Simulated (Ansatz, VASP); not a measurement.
**One calculation of Zn3In4O, two programs**

```
Zn In O
1.0
     3.39276    0.03390    0.03332
    -1.66702    2.99517   -0.03531
     0.15422   -0.09966   16.34952
Zn In O
3 4 1
Direct
  0.98187 0.97605 0.49502
  0.64843 0.31665 0.23613
  0.34454 0.66240 0.77180
  0.33337 0.67557 0.36805
  0.65647 0.32797 0.63035
  0.67651 0.35450 0.90304
  0.33566 0.67520 0.09661
  0.02314 0.01166 0.99901
```

Change from the starting cell: cell x1, atoms moved at random (sigma 0.05 Å) and cell strained at random (1.5 %), then relaxed without symmetry.

Alike in both runs: task relaxation of cell and atoms; functional PBE; k mesh 6 × 6 × 2; occupations gaussian, width 0.2 eV; no spin polarisation.

```csv
,VASP,Ansatz
version,VASP 6.6.1,Ansatz 0.2.0
potentials or method,"VASP PAW PBE potentials, release 64 (Zn, In_d, O), cutoff 600 eV","scalar-relativistic, plane waves, PAW"
valence electrons in the cell,94,94
```

VASP gave:

```
gap on the k mesh at the Fermi level, each at its own relaxed structure (eV) : none
relaxed volume (Å³/atom)                                                     : 20.11
relaxed cell length with the largest relative difference (Å)                 : 15.879
```

Question: What did Ansatz give for the same quantities?

Answer: gap on the k mesh at the Fermi level, each at its own relaxed structure (eV): none; relaxed volume (Å³/atom): 20.09; relaxed cell length with the largest relative difference (Å): 15.897.

A gap of «none» marks a metal or a gap that the smearing closes.
